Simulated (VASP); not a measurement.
The system is Ge.

```
CELL_PARAMETERS angstrom
3.06144 0.00000 0.00000
-1.53072 2.65129 0.00000
0.00000 0.00000 2.86053
ATOMIC_POSITIONS crystal
Ge 0.00000 0.00000 0.00000
```

This isn't the form of Ge at room conditions, which is diamond.

```yaml
Program: VASP 6.6.1
Task: relaxation of cell and atoms
Functional: PBE
Potentials_or_basis: VASP PAW PBE potentials, release 64 (Ge_d)
Cutoff: 600 eV
k_mesh: 6 × 6 × 6
Occupations: gaussian, width 0.1 eV
Spin: no spin polarisation
```

At the start: pressure -8.1 GPa; volume 23.22 Å³/atom.

Question: How do energy, volume and symmetry change on relaxing?

Answer: Over 7 steps the energy falls by 133.4 meV/atom and the volume is 19.68 Å³/atom (-15.2 %); space group P6/mmm (No. 191, to 0.1 Å) before and after.

The path:
```tsv
step	energy change (eV)	largest force (eV/Å)	pressure (GPa)	volume (Å³)
1	0.0000	0.0000	-8.14	23.22
2	-0.1292	0.0000	1.29	19.45
3	-0.1326	0.0000	-0.39	19.87
4	-0.1326	0.0000	-0.61	19.93
5	-0.1332	0.0000	-0.23	19.76
6	-0.1333	0.0000	-0.29	19.79
7	-0.1334	0.0000	0.11	19.68
```

Final structure:
```yaml
crystal:
  lattice:
    - [2.84685, 0.00000, 0.00000]
    - [-1.42343, 2.46545, 0.00000]
    - [0.00000, 0.00000, 2.80437]
  atoms:
    - { symbol: Ge, position: [0.00000, 0.00000, 0.00000] }
```

Caveat: the k points lie up to 0.42 Å⁻¹ apart in the final cell, too coarse for converged energies and pressures of a metal; the volume moved by over 15 % at a fixed basis, so the end points are rough.
